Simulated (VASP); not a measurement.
# Hf2TaN2 (R-3m) in VASP: notebook

Hf2TaN2 is run at these levels: PBE; tasks: single point, relaxation of cell and atoms.

Program: VASP 6.6.1. These are calculated values, not measurements. Logs are shortened: lines on timing, memory, paths and dates and some standing lists are left out, and cuts for length are marked.

## Step 1: The cell of the first run

It takes space group R-3m (No. 166, trigonal). The conventional cell has a = 3.265 Å, b = 3.265 Å, c = 23.126 Å, α = 90.00°, β = 90.00°, γ = 120.00°. Within 3.1 Å of Hf (site symmetry 3m) lie 3 N at 2.18 Å and 1 Hf at 2.99 Å and 3 Ta at 3.02 Å. Ta (site symmetry -3m) has 6 N at 2.27 Å and 6 Hf at 3.02 Å within 3.1 Å. Within 2.9 Å of N (site symmetry 3m) lie 3 Hf at 2.18 Å and 3 Ta at 2.27 Å.

The cell was generated, and may not be a known phase.

## Step 2: Single point, PBE

INCAR reads:

```
SYSTEM = Hf2TaN2
PREC = Accurate
ENCUT = 520
EDIFF = 1E-6
ISMEAR = 0
SIGMA = 0.1
LREAL = .False.
LASPH = .True.
NELM = 60
ALGO = Normal
ISIF = 2
LWAVE = .False.
LCHARG = .False.
GGA = PE
NBANDS = 28
```

KPOINTS reads:

```
regular mesh
0
Gamma
  6 6 6
  0 0 0
```

POSCAR reads:

```
Hf2TaN2
1.0
    1.6325434308      0.9425493917      7.7085121999
   -1.6325434308      0.9425493917      7.7085121999
    0.0000000000     -1.8850987760      7.7085122008
Hf Ta N
2 1 2
Direct
    0.5647229736      0.5647229736      0.5647229736
    0.4352770264      0.4352770264      0.4352770264
    0.0000000000      0.0000000000      0.0000000000
    0.7212988215      0.7212988215      0.7212988215
    0.2787011785      0.2787011785      0.2787011785
```

Potentials or basis: VASP PAW PBE potentials, release 64 (Hf_pv, Ta_pv, N).

The run is started by

```console
$ cat potpaw_PBE.64/Hf_pv/POTCAR potpaw_PBE.64/Ta_pv/POTCAR potpaw_PBE.64/N/POTCAR > POTCAR
$ mpirun -np 1 vasp_std > vasp.out
```

OUTCAR:

```text
SYSTEM = Hf2TaN2
   PREC = Accurate
   ENCUT = 520
   EDIFF = 1E-6
   ISMEAR = 0
   LREAL = .False.
   LASPH = .True.
   NELM = 60
   ISIF = 2
   GGA = PE

 ion  position               nearest neighbor table
   1  0.565  0.565  0.565-   5 2.18   5 2.18   5 2.18   2 2.99   3 3.02   3 3.02   3 3.02
   2  0.435  0.435  0.435-   4 2.18   4 2.18   4 2.18   1 2.99   3 3.02   3 3.02   3 3.02
   3  0.000  0.000  0.000-   4 2.27   5 2.27   4 2.27   4 2.27   5 2.27   5 2.27   2 3.02   1 3.02
                             2 3.02   1 3.02   2 3.02   1 3.02
   4  0.721  0.721  0.721-   2 2.18   2 2.18   2 2.18   3 2.27   3 2.27   3 2.27
   5  0.279  0.279  0.279-   1 2.18   1 2.18   1 2.18   3 2.27   3 2.27   3 2.27

  LATTYP: Found a trigonal (rhomboedric) cell.
 ALAT       =     7.9356636613
 COS(alpha) =     0.9153566239

  Lattice vectors:

 A1 = (   1.6325434308,   0.9425493917,   7.7085121999)
 A2 = (  -1.6325434308,   0.9425493917,   7.7085121999)
 A3 = (   0.0000000000,  -1.8850987760,   7.7085122008)

Analysis of symmetry for initial positions (statically):
=====================================================================
 Subroutine PRICEL returns:
 Original cell was already a primitive cell.

 Routine SETGRP: Setting up the symmetry group for a
 trigonal (rhombohedral) supercell.

 Subroutine GETGRP returns: Found 12 space group operations
 (whereof 12 operations were pure point group operations)
 out of a pool of 12 trial point group operations.

The static configuration has the point symmetry D_3d.

Analysis of symmetry for dynamics (positions and initial velocities):
=====================================================================
 Subroutine PRICEL returns:
 Original cell was already a primitive cell.

 Routine SETGRP: Setting up the symmetry group for a
 trigonal (rhombohedral) supercell.

 Subroutine GETGRP returns: Found 12 space group operations
 (whereof 12 operations were pure point group operations)
 out of a pool of 12 trial point group operations.

The dynamic configuration has the point symmetry D_3d.

 Subroutine INISYM returns: Found 12 space group operations
 (whereof 12 operations are pure point group operations),
 and found     1 'primitive' translations

----------------------------------------------------------------------------------------

                                     Primitive cell

  volume of cell :      71.1690

  direct lattice vectors                    reciprocal lattice vectors
     1.632543431  0.942549392  7.708512200     0.306270566  0.176825394  0.043242240
    -1.632543431  0.942549392  7.708512200    -0.306270566  0.176825394  0.043242240
     0.000000000 -1.885098776  7.708512201     0.000000000 -0.353650787  0.043242240

  length of vectors
     7.935663661  7.935663661  7.935663661     0.356284676  0.356284676  0.356284676

  position of ions in fractional coordinates (direct lattice)
     0.564722974  0.564722974  0.564722974
     0.435277026  0.435277026  0.435277026
     0.000000000  0.000000000  0.000000000
     0.721298821  0.721298821  0.721298821
     0.278701179  0.278701179  0.278701179

  ion indices of the primitive-cell ions
   primitive index   ion index
                 1           1
                 2           2
                 3           3
                 4           4
                 5           5

----------------------------------------------------------------------------------------

 KPOINTS: regular mesh

Automatic generation of k-mesh.
 Grid dimensions read from file:
 generate k-points for:    6    6    6

 Generating k-lattice:

  Cartesian coordinates                     Fractional coordinates (reciprocal lattice)
     0.051045094  0.029470899  0.007207040     0.166666667  0.000000000 -0.000000000
    -0.051045094  0.029470899  0.007207040     0.000000000  0.166666667 -0.000000000
     0.000000000 -0.058941798  0.007207040    -0.000000000 -0.000000000  0.166666667

  Length of vectors
     0.059380779  0.059380779  0.059380779

  Shift w.r.t. Gamma in fractional coordinates (k-lattice)
     0.000000000  0.000000000  0.000000000

 Subroutine IBZKPT returns following result:
 ===========================================

 Found     32 irreducible k-points:

 Following reciprocal coordinates:
            Coordinates               Weight
  0.000000  0.000000  0.000000      1.000000
  0.166667  0.000000  0.000000      6.000000
  0.333333  0.000000  0.000000      6.000000
  0.500000  0.000000 -0.000000      3.000000
  0.166667  0.166667  0.000000      6.000000
  0.333333  0.166667 -0.000000     12.000000
[... 16 lines left out ...]
  0.500000  0.500000  0.166667      6.000000
 -0.333333  0.500000  0.166667     12.000000
 [... further k-points ...]
   k-points           NKPTS =     32   k-points in BZ     NKDIM =     32   number of bands    NBANDS=     28
   number of dos      NEDOS =    301   number of ions     NIONS =      5
   total plane-waves  NPLWV = 216000
   dimension x,y,z NGX =    60 NGY =   60 NGZ =   60
   dimension x,y,z NGXF=   120 NGYF=  120 NGZF=  120
   ions per type =               2   1   2
   NGX,Y,Z   is equivalent  to a cutoff of  12.57, 12.57, 12.57 a.u.
   NGXF,Y,Z  is equivalent  to a cutoff of  25.14, 25.14, 25.14 a.u.
 SYSTEM =  Hf2TaN2
   PREC   = accura    normal or accurate (medium, high low for compatibility)
   ISTART =      0    job   : 0-new  1-cont  2-samecut
   ICHARG =      2    charge: 1-file 2-atom 10-const
   ISPIN  =      1    spin polarized calculation?
   LNONCOLLINEAR =      F non collinear calculations
   LSORBIT =      F    spin-orbit coupling
   LASPH  =      T    aspherical Exc in radial PAW
   ENCUT  =  520.0 eV  38.22 Ry    6.18 a.u.  14.76 14.76 14.76*2*pi/ulx,y,z
   NELM   =     60;   NELMIN=  2; NELMDL= -5     # of ELM steps
   EDIFF  = 0.1E-05   stopping-criterion for ELM
   LREAL  =      F    real-space projection
   EDIFFG = 0.1E-04   stopping-criterion for IOM
   NSW    =      0    number of steps for IOM
   IBRION =     -1    ionic relax: 0-MD 1-quasi-New 2-CG
   NFREE  =      0    steps in history (QN), initial steepest desc. (CG)
   ISIF   =      2    stress and relaxation
   ISYM   =      2    0-nonsym 1-usesym 2-fastsym
   POTIM  = 0.5000    time-step for ionic-motion
   TEBEG  =    0.0;   TEEND  =   0.0 temperature during run
   PSTRESS=    0.0 pullay stress
   NELECT =      41.0000    total number of electrons
   NUPDOWN=      -1.0000    fix difference up-down
   EMIN   =  10.00;   EMAX   =-10.00  energy-range for DOS
   EFERMI =   0.00;   METHOD = LEGACY
   ISMEAR =     0;   SIGMA  =   0.10  broadening in eV -4-tet -1-fermi 0-gaus
   EFERMI_NEDOS =   21; number of points for ismear=-14 and -15
   IALGO  =     38    algorithm
   IMIX   =      4    mixing-type and parameters
     AMIX     =   0.40;   BMIX     =  1.00
     AMIX_MAG =   1.60;   BMIX_MAG =  1.00
  volume/ion in A,a.u.               =      14.23        96.05
  Fermi-wavevector in a.u.,A,eV,Ry     =   1.362195  2.574175 25.246627  1.855575
  Thomas-Fermi vector in A             =   2.488706
   LORBIT       =      0    0 simple, 1 ext, 2 COOP (PROOUT), +10 PAW based schemes
   GGA     = PE    functional components
   LHFCALC =     F    Hartree Fock is set to
   AEXX    =    0.0000 exact exchange contribution
   IVDW    =     0    specifies the selected vdW correction
   LEPSILON=     F    determine dielectric tensor
   LRPA    =     F    only Hartree local field effects (RPA)
 non-spin polarized calculation
 Gauss-broadening in eV      SIGMA  =   0.10
  energy-cutoff  :      520.00
  volume of cell :       71.17
 maximum number of plane-waves:      1938
   NGX = 29   NGY = 29   NGZ = 29

 number of electron      41.0000001 magnetization

 Free energy of the ion-electron system (eV)
  ---------------------------------------------------
  ext. energy  EPLUGINS =         0.00000000
  ---------------------------------------------------
  free energy    TOTEN  =       -52.77160606 eV

  energy without entropy =      -52.76124922  energy(sigma->0) =      -52.76642764

 E-fermi :   6.8713     XC(G=0): -12.0674

 val. band max:        6.8420670537   @ k =  -0.1667   0.3333   0.1667
 cond. band min:       6.9575027656   @ k =  -0.3333   0.3333   0.0000
 fundamental gap:      0.1154357120
 Fermi energy:         6.8713067123

 k-point     1 :       0.0000    0.0000    0.0000
  band No.  band energies     occupation
      1     -29.0014      2.00000
      2     -28.7666      2.00000
      3     -28.7666      2.00000
      4     -24.5987      2.00000
      5     -24.1987      2.00000
      6     -24.0791      2.00000
[... 20 lines left out ...]
     27       8.4899      0.00000
     28       9.1533      0.00000

 k-point     2 :       0.1667    0.0000    0.0000
  band No.  band energies     occupation
      1     -28.9789      2.00000
      2     -28.8711      2.00000
      3     -28.7896      2.00000
      4     -24.5651      2.00000
      5     -24.2271      2.00000
      6     -24.2142      2.00000
[... 20 lines left out ...]
     27       9.5836      0.00000
     28       9.9814      0.00000

 k-point     3 :       0.3333    0.0000    0.0000
  band No.  band energies     occupation
      1     -29.0736      2.00000
      2     -28.9329      2.00000
      3     -28.8352      2.00000
      4     -24.5418      2.00000
      5     -24.4751      2.00000
      6     -24.4516      2.00000
[... 20 lines left out ...]
     27       9.8268      0.00000
     28      11.2253      0.00000

 k-point     4 :       0.5000    0.0000   -0.0000
  band No.  band energies     occupation
      1     -29.1714      2.00000
      2     -28.9098      2.00000
      3     -28.8579      2.00000
      4     -24.6572      2.00000
      5     -24.5900      2.00000
      6     -24.4510      2.00000
[... 578 lines left out ...]
     27      10.9754      0.00000
     28      11.2107      0.00000

 k-point    23 :       0.5000    0.5000    0.1667
  band No.  band energies     occupation
      1     -29.0733      2.00000
      2     -28.9331      2.00000
      3     -28.8353      2.00000
      4     -24.5153      2.00000
      5     -24.4904      2.00000
      6     -24.4719      2.00000
[... 20 lines left out ...]
     27      10.1707      0.00000
     28      10.6633      0.00000

 k-point    24 :      -0.3333    0.5000    0.1667
  band No.  band energies     occupation
      1     -29.1193      2.00000
      2     -28.9146      2.00000
      3     -28.9076      2.00000
      4     -24.5681      2.00000
      5     -24.5456      2.00000
      6     -24.4673      2.00000
[... 20 lines left out ...]
     27      11.0177      0.00000
     28      11.1871      0.00000

 [... further k-points ...]

------------------------ aborting loop because EDIFF is reached ----------------------------------------

  FORCE on cell =-STRESS in cart. coord.  units (eV):
  Direction    XX          YY          ZZ          XY          YZ          ZX
  --------------------------------------------------------------------------------------
  -------------------------------------------------------------------------------------
  Total       -0.3779001     -0.3779001     -0.3010861      0.0000000      0.0000000      0.0000000
  in kB       -8.5074007     -8.5074007     -6.7781406      0.0000000      0.0000000      0.0000000
  external PRESSURE =      -7.9309807 kB  Pullay stress =       0.0000000 kB

 VOLUME and BASIS-vectors are now :
 -----------------------------------------------------------------------------
  energy-cutoff  :      520.00
  volume of cell :       71.17
      direct lattice vectors                 reciprocal lattice vectors
     1.632543431  0.942549392  7.708512200     0.306270566  0.176825394  0.043242240
    -1.632543431  0.942549392  7.708512200    -0.306270566  0.176825394  0.043242240
     0.000000000 -1.885098776  7.708512201     0.000000000 -0.353650787  0.043242240

 POSITION                                       TOTAL-FORCE (eV/Angst)
 -----------------------------------------------------------------------------------
      0.00000      0.00000     13.05952         0.000000      0.000000      0.109442
      0.00000      0.00000     10.06601         0.000000     -0.000000     -0.109442
      0.00000      0.00000      0.00000         0.000000      0.000000      0.000000
      0.00000      0.00000     16.68042         0.000000      0.000000      0.135742
      0.00000      0.00000      6.44511         0.000000     -0.000000     -0.135742
 -----------------------------------------------------------------------------------
    total drift:                                0.000000      0.000000      0.000000

  FREE ENERGIE OF THE ION-ELECTRON SYSTEM (eV)
  ---------------------------------------------------
  free  energy   TOTEN  =       -52.7716060567 eV

  energy  without entropy=      -52.7612492172  energy(sigma->0) =      -52.76642764
```

It took 2.5 min on 1 thread of Intel Xeon 6975P-C (Granite Rapids), shared host; peak memory 0.5 GiB.

What came out:

* Free energy: -52.7716 eV
* Pressure: -0.8 GPa
* Largest force: 0.136 eV/Å
* Band gap on the k mesh: zero (an odd number of electrons rules out a gap without spin polarisation)

Forces on the atoms (eV/Å):
```
Hf   0.000  0.000  0.109
Hf   0.000  0.000 -0.109
Ta   0.000  0.000  0.000
N    0.000  0.000  0.136
N    0.000  0.000 -0.136
```

Levels at points of the mesh, in eV from the Fermi level:
```csv
k point,band 18,band 19,band 20,band 21,band 22,band 23,band 24,band 25
"(0.00, 0.00, 0.00)",-3.59,-1.25,-1.25,-0.64,1.02,1.49,1.49,1.51
"(0.50, 0.00, 0.00)",-3.74,-1.62,-0.43,0.12,1.66,1.73,2.67,2.84
"(0.50, 0.50, 0.00)",-3.86,-1.66,-0.19,0.35,1.80,1.84,2.00,3.07
"(0.50, 0.50, 0.50)",-2.92,-1.28,-1.28,-0.47,0.11,0.86,1.45,1.45
```

Caveat: the k points lie up to 0.37 Å⁻¹ apart, too coarse for converged energies and pressures of a metal; spin-orbit coupling is left out, which moves the levels of the heavy elements.

## Step 3: Single point, PBE

This run uses another cell than the first one, of 15.84 Å³/atom.

INCAR reads:

```
ALGO = Normal ; EDIFF = 1E-6
ENCUT = 520 ; GGA = PE
ISIF = 2 ; ISMEAR = 0
LASPH = T ; LCHARG = F
LREAL = F ; LWAVE = F
NBANDS = 28 ; NELM = 80
PREC = Accurate ; SIGMA = 0.1
```

KPOINTS reads:

```
k-points
0
Gamma
  6 6 6
```

POSCAR reads:

```
Hf2TaN2
1.0
    2.1010188100      1.2130237800      5.1802643900
   -2.1010188100      1.2130237800      5.1802643900
    0.0000000000     -2.4260475500      5.1802643900
Hf Ta N
2 1 2
Direct
    0.5851254700      0.5851254700      0.5851254700
    0.4148745300      0.4148745300      0.4148745300
    0.0000000000      0.0000000000      0.0000000000
    0.7023445700      0.7023445700      0.7023445700
    0.2976554300      0.2976554300      0.2976554300
```

Potentials or basis: VASP PAW PBE potentials, release 64 (Hf_pv, Ta_pv, N).

The run is started by

```console
$ cat potpaw_PBE.64/Hf_pv/POTCAR potpaw_PBE.64/Ta_pv/POTCAR potpaw_PBE.64/N/POTCAR > POTCAR
$ mpirun -np 1 vasp_std > vasp.out
```

Run time: 79 s. Hardware: 1 thread of Intel Xeon 6975P-C (Granite Rapids), shared host; peak memory 0.36 GiB.

Results (log left out):

- Free energy: -44.9424 eV
- Pressure: 16.2 GPa
- Largest force: 5.178 eV/Å
- Band gap on the k mesh: zero (an odd number of electrons rules out a gap without spin polarisation)

Forces in eV/Å, atoms in the order of the input:
```
Hf   0.000  0.000 -3.653
Hf   0.000  0.000  3.653
Ta   0.000  0.000  0.000
N    0.000  0.000  5.178
N    0.000  0.000 -5.178
```

Stress tensor (GPa, compression positive):
```
-8.58  0.00  0.00
 0.00 -8.58  0.00
 0.00  0.00 65.65
```

Levels at points of the mesh, in eV from the Fermi level:
```tsv
k point	band 16	band 17	band 18	band 19	band 20	band 21	band 22	band 23	band 24	band 25
(0.00, 0.00, 0.00)	-4.21	-3.62	-2.57	-2.06	-2.06	0.71	0.72	0.72	1.78	2.73
(0.50, 0.00, 0.00)	-4.53	-4.04	-2.29	-1.63	-1.29	-0.36	0.88	1.30	1.54	1.73
(0.50, 0.50, 0.00)	-4.46	-3.95	-1.91	-1.60	-1.23	-0.38	0.59	1.41	1.47	2.17
(0.50, 0.50, 0.50)	-4.26	-4.26	-1.95	-1.95	-0.84	-0.05	1.96	2.00	2.00	2.36
```

Caveat: the stress differs along the axes, from -9 to 66 GPa; spin-orbit coupling is left out, which moves the levels of the heavy elements; forces of over 1 eV/Å act on the atoms, so gaps and moduli don't describe the material at rest.

(Continued in part 2 of 2.)

The gap in the log of VASP goes by the Fermi energy; the results here count the filled bands.